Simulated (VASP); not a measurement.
# FeSi (P2_13) in VASP: further runs

FeSi is run at these levels: PBE; tasks: single point.

Program: VASP 6.6.1. These are calculated values, not measurements. Logs are shortened: lines on timing, memory, paths and dates and some standing lists are left out, and cuts for length are marked.

## (1) The cell of the first run

Symmetry: P2_13, No. 198, cubic system. The conventional cell has a = 4.262 Å, b = 4.262 Å, c = 4.262 Å, α = 90.00°, β = 90.00°, γ = 90.00°. Within 2.9 Å of Fe (site symmetry 3) lie 7 Si at 2.20 to 2.37 Å and 6 Fe at 2.62 Å. Si (site symmetry 3) has 7 Fe at 2.20 to 2.37 Å and 6 Si at 2.64 Å within 2.9 Å.

## (2) Single point, PBE (volume scaled by 0.88, then relaxed in part)

Input file INCAR:

```
ALGO = Normal
EDIFF = 1E-7
ENCUT = 520
GGA = PE
ISIF = 2
ISMEAR = 0
LASPH = T
LCHARG = F
LREAL = F
LWAVE = F
NBANDS = 34
NELM = 100
PREC = Accurate
SIGMA = 0.01
```

Input file KPOINTS:

```
k-points
0
Gamma
  8 8 8
```

Input file POSCAR:

```
FeSi
1.0
    4.2624800516      0.0000000000      0.0000000000
    0.0000000000      4.2624800516      0.0000000000
    0.0000000000      0.0000000000      4.2624800516
Fe Si
4 4
Direct
    0.1405702641      0.1405702641      0.1405702641
    0.3594297359      0.8594297359      0.6405702641
    0.6405702641      0.3594297359      0.8594297359
    0.8594297359      0.6405702641      0.3594297359
    0.8427824583      0.8427824583      0.8427824583
    0.6572175417      0.1572175417      0.3427824583
    0.3427824583      0.6572175417      0.1572175417
    0.1572175417      0.3427824583      0.6572175417
```

Potentials or basis: VASP PAW PBE potentials, release 64 (Fe, Si).

On the command line:

```sh
cat potpaw_PBE.64/Fe/POTCAR potpaw_PBE.64/Si/POTCAR > POTCAR
mpirun -np 1 vasp_std > vasp.out
```

OUTCAR:

```text
EDIFF = 1E-7
   ENCUT = 520
   GGA = PE
   ISIF = 2
   ISMEAR = 0
   LASPH = T
   LREAL = F
   NELM = 100
   PREC = Accurate

 ion  position               nearest neighbor table
   1  0.141  0.141  0.141-   5 2.20   6 2.23   7 2.23   8 2.23   7 2.37   8 2.37   6 2.37   3 2.62
                             4 2.62   2 2.62   2 2.62   4 2.62   3 2.62
   2  0.359  0.859  0.641-   6 2.20   5 2.23   7 2.23   8 2.23   7 2.37   8 2.37   5 2.37   1 2.62
                             1 2.62   3 2.62   3 2.62   4 2.62   4 2.62
   3  0.641  0.359  0.859-   7 2.20   6 2.23   5 2.23   8 2.23   8 2.37   6 2.37   5 2.37   1 2.62
                             4 2.62   2 2.62   2 2.62   4 2.62   1 2.62
   4  0.859  0.641  0.359-   8 2.20   6 2.23   7 2.23   5 2.23   6 2.37   5 2.37   7 2.37   1 2.62
                             3 2.62   2 2.62   1 2.62   2 2.62   3 2.62
   5  0.843  0.843  0.843-   1 2.20   2 2.23   3 2.23   4 2.23   3 2.37   4 2.37   2 2.37   7 2.64
                             8 2.64   8 2.64   7 2.64   6 2.64   6 2.64
   6  0.657  0.157  0.343-   2 2.20   1 2.23   3 2.23   4 2.23   3 2.37   4 2.37   1 2.37   7 2.64
                             7 2.64   8 2.64   8 2.64   5 2.64   5 2.64
   7  0.343  0.657  0.157-   3 2.20   2 2.23   1 2.23   4 2.23   4 2.37   2 2.37   1 2.37   5 2.64
                             6 2.64   6 2.64   5 2.64   8 2.64   8 2.64
   8  0.157  0.343  0.657-   4 2.20   2 2.23   3 2.23   1 2.23   2 2.37   1 2.37   3 2.37   5 2.64
                             5 2.64   6 2.64   6 2.64   7 2.64   7 2.64

  LATTYP: Found a simple cubic cell.
 ALAT       =     4.2624800516

  Lattice vectors:

 A1 = (   4.2624800516,   0.0000000000,   0.0000000000)
 A2 = (   0.0000000000,   4.2624800516,   0.0000000000)
 A3 = (   0.0000000000,   0.0000000000,   4.2624800516)

Analysis of symmetry for initial positions (statically):
=====================================================================
 Subroutine PRICEL returns:
 Original cell was already a primitive cell.

 Routine SETGRP: Setting up the symmetry group for a
 simple cubic supercell.

 Subroutine GETGRP returns: Found 12 space group operations
 (whereof  3 operations were pure point group operations)
 out of a pool of 48 trial point group operations.

The static configuration has the point symmetry C_3 .
 The point group associated with its full space group is T   .

Analysis of symmetry for dynamics (positions and initial velocities):
=====================================================================
 Subroutine PRICEL returns:
 Original cell was already a primitive cell.

 Routine SETGRP: Setting up the symmetry group for a
 simple cubic supercell.

 Subroutine GETGRP returns: Found 12 space group operations
 (whereof  3 operations were pure point group operations)
 out of a pool of 48 trial point group operations.

The dynamic configuration has the point symmetry C_3 .
 The point group associated with its full space group is T   .

 Subroutine INISYM returns: Found 12 space group operations
 (whereof  3 operations are pure point group operations),
 and found     1 'primitive' translations

----------------------------------------------------------------------------------------

                                     Primitive cell

  volume of cell :      77.4439

  direct lattice vectors                    reciprocal lattice vectors
     4.262480052  0.000000000  0.000000000     0.234605204  0.000000000  0.000000000
     0.000000000  4.262480052  0.000000000     0.000000000  0.234605204  0.000000000
     0.000000000  0.000000000  4.262480052     0.000000000  0.000000000  0.234605204

  length of vectors
     4.262480052  4.262480052  4.262480052     0.234605204  0.234605204  0.234605204

  position of ions in fractional coordinates (direct lattice)
     0.140570264  0.140570264  0.140570264
     0.359429736  0.859429736  0.640570264
     0.640570264  0.359429736  0.859429736
     0.859429736  0.640570264  0.359429736
     0.842782458  0.842782458  0.842782458
     0.657217542  0.157217542  0.342782458
     0.342782458  0.657217542  0.157217542
     0.157217542  0.342782458  0.657217542

  ion indices of the primitive-cell ions
   primitive index   ion index
                 1           1
                 2           2
                 3           3
                 4           4
                 5           5
                 6           6
                 7           7
                 8           8

----------------------------------------------------------------------------------------

 KPOINTS: k-points

Automatic generation of k-mesh.
 Grid dimensions read from file:
 generate k-points for:    8    8    8

 Generating k-lattice:

  Cartesian coordinates                     Fractional coordinates (reciprocal lattice)
     0.029325650  0.000000000  0.000000000     0.125000000  0.000000000  0.000000000
     0.000000000  0.029325650  0.000000000     0.000000000  0.125000000  0.000000000
     0.000000000  0.000000000  0.029325650     0.000000000  0.000000000  0.125000000

  Length of vectors
     0.029325650  0.029325650  0.029325650

  Shift w.r.t. Gamma in fractional coordinates (k-lattice)
     0.000000000  0.000000000  0.000000000

 Subroutine IBZKPT returns following result:
 ===========================================

 Found     45 irreducible k-points:

 Following reciprocal coordinates:
            Coordinates               Weight
  0.000000  0.000000  0.000000      1.000000
  0.125000  0.000000  0.000000      6.000000
  0.250000  0.000000  0.000000      6.000000
  0.375000  0.000000  0.000000      6.000000
  0.500000  0.000000  0.000000      3.000000
  0.125000  0.125000  0.000000     12.000000
[... 16 lines left out ...]
  0.250000  0.125000  0.125000     24.000000
  0.375000  0.125000  0.125000     24.000000
 [... further k-points ...]
   k-points           NKPTS =     45   k-points in BZ     NKDIM =     45   number of bands    NBANDS=     34
   number of dos      NEDOS =    301   number of ions     NIONS =      8
   total plane-waves  NPLWV =  32768
   dimension x,y,z NGX =    32 NGY =   32 NGZ =   32
   dimension x,y,z NGXF=    64 NGYF=   64 NGZF=   64
   ions per type =               4   4
   NGX,Y,Z   is equivalent  to a cutoff of  12.48, 12.48, 12.48 a.u.
   NGXF,Y,Z  is equivalent  to a cutoff of  24.96, 24.96, 24.96 a.u.
 SYSTEM =  unknown system
   PREC   = accura    normal or accurate (medium, high low for compatibility)
   ISTART =      0    job   : 0-new  1-cont  2-samecut
   ICHARG =      2    charge: 1-file 2-atom 10-const
   ISPIN  =      1    spin polarized calculation?
   LNONCOLLINEAR =      F non collinear calculations
   LSORBIT =      F    spin-orbit coupling
   LASPH  =      T    aspherical Exc in radial PAW
   ENCUT  =  520.0 eV  38.22 Ry    6.18 a.u.   7.93  7.93  7.93*2*pi/ulx,y,z
   NELM   =    100;   NELMIN=  2; NELMDL= -5     # of ELM steps
   EDIFF  = 0.1E-06   stopping-criterion for ELM
   LREAL  =      F    real-space projection
   EDIFFG = 0.1E-05   stopping-criterion for IOM
   NSW    =      0    number of steps for IOM
   IBRION =     -1    ionic relax: 0-MD 1-quasi-New 2-CG
   NFREE  =      0    steps in history (QN), initial steepest desc. (CG)
   ISIF   =      2    stress and relaxation
   ISYM   =      2    0-nonsym 1-usesym 2-fastsym
   POTIM  = 0.5000    time-step for ionic-motion
   TEBEG  =    0.0;   TEEND  =   0.0 temperature during run
   PSTRESS=    0.0 pullay stress
   NELECT =      48.0000    total number of electrons
   NUPDOWN=      -1.0000    fix difference up-down
   EMIN   =  10.00;   EMAX   =-10.00  energy-range for DOS
   EFERMI =   0.00;   METHOD = LEGACY
   ISMEAR =     0;   SIGMA  =   0.01  broadening in eV -4-tet -1-fermi 0-gaus
   EFERMI_NEDOS =   21; number of points for ismear=-14 and -15
   IALGO  =     38    algorithm
   IMIX   =      4    mixing-type and parameters
     AMIX     =   0.40;   BMIX     =  1.00
     AMIX_MAG =   1.60;   BMIX_MAG =  1.00
  volume/ion in A,a.u.               =       9.68        65.33
  Fermi-wavevector in a.u.,A,eV,Ry     =   1.395810  2.637698 26.508024  1.948285
  Thomas-Fermi vector in A             =   2.519225
   LORBIT       =      0    0 simple, 1 ext, 2 COOP (PROOUT), +10 PAW based schemes
   GGA     = PE    functional components
   LHFCALC =     F    Hartree Fock is set to
   AEXX    =    0.0000 exact exchange contribution
   IVDW    =     0    specifies the selected vdW correction
   LEPSILON=     F    determine dielectric tensor
   LRPA    =     F    only Hartree local field effects (RPA)
 non-spin polarized calculation
 Gauss-broadening in eV      SIGMA  =   0.01
  energy-cutoff  :      520.00
  volume of cell :       77.44
 maximum number of plane-waves:      2176
   NGX = 15   NGY = 15   NGZ = 15

 number of electron      48.0000061 magnetization

 Free energy of the ion-electron system (eV)
  ---------------------------------------------------
  ext. energy  EPLUGINS =         0.00000000
  ---------------------------------------------------
  free energy    TOTEN  =       -57.67005098 eV

  energy without entropy =      -57.67005098  energy(sigma->0) =      -57.67005098

 E-fermi :  11.5847     XC(G=0): -13.4504

 val. band max:       11.4756475142   @ k =  -0.1250   0.3750   0.0000
 cond. band min:      11.6295564660   @ k =   0.3750   0.1250   0.1250
 fundamental gap:      0.1539089517
 Fermi energy:        11.5846902469

 k-point     1 :       0.0000    0.0000    0.0000
  band No.  band energies     occupation
      1      -2.8247      2.00000
      2       2.9557      2.00000
      3       2.9557      2.00000
      4       2.9557      2.00000
      5       5.8605      2.00000
      6       5.8605      2.00000
[... 26 lines left out ...]
     33      16.4052      0.00000
     34      16.4052      0.00000

 k-point     2 :       0.1250    0.0000    0.0000
  band No.  band energies     occupation
      1      -2.6964      2.00000
      2       2.1554      2.00000
      3       3.0246      2.00000
      4       3.5607      2.00000
      5       5.3565      2.00000
      6       5.9380      2.00000
[... 26 lines left out ...]
     33      16.5312      0.00000
     34      16.5510      0.00000

 k-point     3 :       0.2500    0.0000    0.0000
  band No.  band energies     occupation
      1      -2.3163      2.00000
      2       1.1594      2.00000
      3       3.2275      2.00000
      4       4.0780      2.00000
      5       4.9863      2.00000
      6       6.0835      2.00000
[... 26 lines left out ...]
     33      16.7183      0.00000
     34      16.7884      0.00000

 k-point     4 :       0.3750    0.0000    0.0000
  band No.  band energies     occupation
      1      -1.7000      2.00000
      2       0.1044      2.00000
      3       3.5513      2.00000
      4       4.3334      2.00000
      5       4.8682      2.00000
      6       5.8791      2.00000
[... 26 lines left out ...]
     33      16.9088      0.00000
     34      17.1001      0.00000

 k-point     5 :       0.5000    0.0000    0.0000
  band No.  band energies     occupation
      1      -0.8766      2.00000
      2      -0.8766      2.00000
      3       3.9632      2.00000
      4       3.9632      2.00000
      5       5.3562      2.00000
      6       5.3562      2.00000
[... 621 lines left out ...]
 k-point    22 :       0.1250    0.1250    0.1250
  band No.  band energies     occupation
      1      -2.4420      2.00000
      2       1.9043      2.00000
      3       2.5803      2.00000
      4       3.8707      2.00000
      5       5.2459      2.00000
      6       6.0133      2.00000
[... 26 lines left out ...]
     33      16.2922      0.00000
     34      16.8498      0.00000

 k-point    23 :       0.2500    0.1250    0.1250
  band No.  band energies     occupation
      1      -2.0667      2.00000
      2       1.2680      2.00000
      3       2.6216      2.00000
      4       4.0371      2.00000
      5       4.9606      2.00000
      6       5.8291      2.00000
[... 26 lines left out ...]
     33      16.4528      0.00000
     34      16.9239      0.00000

 k-point    24 :       0.3750    0.1250    0.1250
  band No.  band energies     occupation
      1      -1.4592      2.00000
      2       0.2996      2.00000
      3       2.9824      2.00000
      4       4.0360      2.00000
      5       4.7183      2.00000
      6       5.5652      2.00000
[... 26 lines left out ...]
     33      16.4417      0.00000
     34      17.0775      0.00000

 [... further k-points ...]

------------------------ aborting loop because EDIFF is reached ----------------------------------------

  FORCE on cell =-STRESS in cart. coord.  units (eV):
  Direction    XX          YY          ZZ          XY          YZ          ZX
  --------------------------------------------------------------------------------------
  -------------------------------------------------------------------------------------
  Total       18.4024881     18.4024881     18.4024881      0.0000000      0.0000000     -0.0000000
  in kB      380.7150530    380.7150530    380.7150530      0.0000000      0.0000000     -0.0000000
  external PRESSURE =     380.7150530 kB  Pullay stress =       0.0000000 kB

 VOLUME and BASIS-vectors are now :
 -----------------------------------------------------------------------------
  energy-cutoff  :      520.00
  volume of cell :       77.44
      direct lattice vectors                 reciprocal lattice vectors
     4.262480052  0.000000000  0.000000000     0.234605204  0.000000000  0.000000000
     0.000000000  4.262480052  0.000000000     0.000000000  0.234605204  0.000000000
     0.000000000  0.000000000  4.262480052     0.000000000  0.000000000  0.234605204

 POSITION                                       TOTAL-FORCE (eV/Angst)
 -----------------------------------------------------------------------------------
      0.59918      0.59918      0.59918         0.024735      0.024735      0.024735
      1.53206      3.66330      2.73042        -0.024735     -0.024735      0.024735
      2.73042      1.53206      3.66330         0.024735     -0.024735     -0.024735
      3.66330      2.73042      1.53206        -0.024735      0.024735     -0.024735
      3.59234      3.59234      3.59234        -0.000673     -0.000673     -0.000673
      2.80138      0.67014      1.46110         0.000673      0.000673     -0.000673
      1.46110      2.80138      0.67014        -0.000673      0.000673      0.000673
      0.67014      1.46110      2.80138         0.000673     -0.000673      0.000673
 -----------------------------------------------------------------------------------
    total drift:                               -0.000000     -0.000000     -0.000000

  FREE ENERGIE OF THE ION-ELECTRON SYSTEM (eV)
  ---------------------------------------------------
  free  energy   TOTEN  =       -57.6700509760 eV

  energy  without entropy=      -57.6700509760  energy(sigma->0) =      -57.67005098
```

Wall time 38 s (1 thread of Intel Xeon 6975P-C (Granite Rapids), shared host); peak memory 0.23 GiB.

Results:

```
Free energy            : -57.6701 eV
Pressure               : 38.1 GPa
Largest force          : 0.043 eV/Å
Band gap on the k mesh : 0.15 eV, indirect (least direct gap 0.17 eV)
```

Forces in eV/Å, atoms in the order of the input:
```
Fe   0.025  0.025  0.025
Fe  -0.025 -0.025  0.025
Fe   0.025 -0.025 -0.025
Fe  -0.025  0.025 -0.025
Si  -0.001 -0.001 -0.001
Si   0.001  0.001 -0.001
Si  -0.001  0.001  0.001
Si   0.001 -0.001  0.001
```

## (3) Single point, PBE (volume scaled by 0.91, then relaxed in part)

Input file INCAR:

```
SYSTEM = FeSi
ALGO = Normal
EDIFF = 1E-7
ENCUT = 520
GGA = PE
ISIF = 2
ISMEAR = 0
LASPH = .TRUE.
LCHARG = .FALSE.
LREAL = .FALSE.
LWAVE = .FALSE.
NBANDS = 34
NELM = 60
PREC = Accurate
SIGMA = 0.01
```

Input file KPOINTS:

```
k-points
0
G
  8 8 8
  0 0 0
```

Input file POSCAR:

```
FeSi
1.0
    4.3103770949      0.0000000000      0.0000000000
    0.0000000000      4.3103770949      0.0000000000
    0.0000000000      0.0000000000      4.3103770949
Fe Si
4 4
Direct
    0.1395979673      0.1395979673      0.1395979673
    0.3604020327      0.8604020327      0.6395979673
    0.6395979673      0.3604020327      0.8604020327
    0.8604020327      0.6395979673      0.3604020327
    0.8423393827      0.8423393827      0.8423393827
    0.6576606173      0.1576606173      0.3423393827
    0.3423393827      0.6576606173      0.1576606173
    0.1576606173      0.3423393827      0.6576606173
```

Potentials or basis: VASP PAW PBE potentials, release 64 (Fe, Si).

On the command line:

```sh
cat potpaw_PBE.64/Fe/POTCAR potpaw_PBE.64/Si/POTCAR > POTCAR
mpirun -np 1 vasp_std > vasp.out
```

It took 42 s on 1 thread of Intel Xeon 6975P-C (Granite Rapids), shared host; peak memory 0.23 GiB.

The run converged. Its results:

| Quantity | Value |
| --- | --- |
| Free energy | -58.1941 eV |
| Pressure | 26.0 GPa |
| Largest force | 0.041 eV/Å |
| Band gap on the k mesh | 0.15 eV, indirect (least direct gap 0.17 eV) |

Forces on the atoms (eV/Å):
```
Fe   0.024  0.024  0.024
Fe  -0.024 -0.024  0.024
Fe   0.024 -0.024 -0.024
Fe  -0.024  0.024 -0.024
Si  -0.001 -0.001 -0.001
Si   0.001  0.001 -0.001
Si  -0.001  0.001  0.001
Si   0.001 -0.001  0.001
```

Levels at points of the mesh, in eV from the valence-band top:
```csv
k point,band 22,band 23,band 24,band 25,band 26,band 27
"(0.00, 0.00, 0.00)",-0.33,-0.07,-0.07,0.75,0.75,0.75
"(0.50, 0.00, 0.00)",-0.45,0.00,0.00,0.20,0.20,1.92
"(0.50, 0.50, 0.00)",-1.15,-0.42,-0.42,0.70,0.70,1.48
"(0.50, 0.50, 0.50)",-0.79,-0.79,-0.79,0.55,0.55,0.55
```
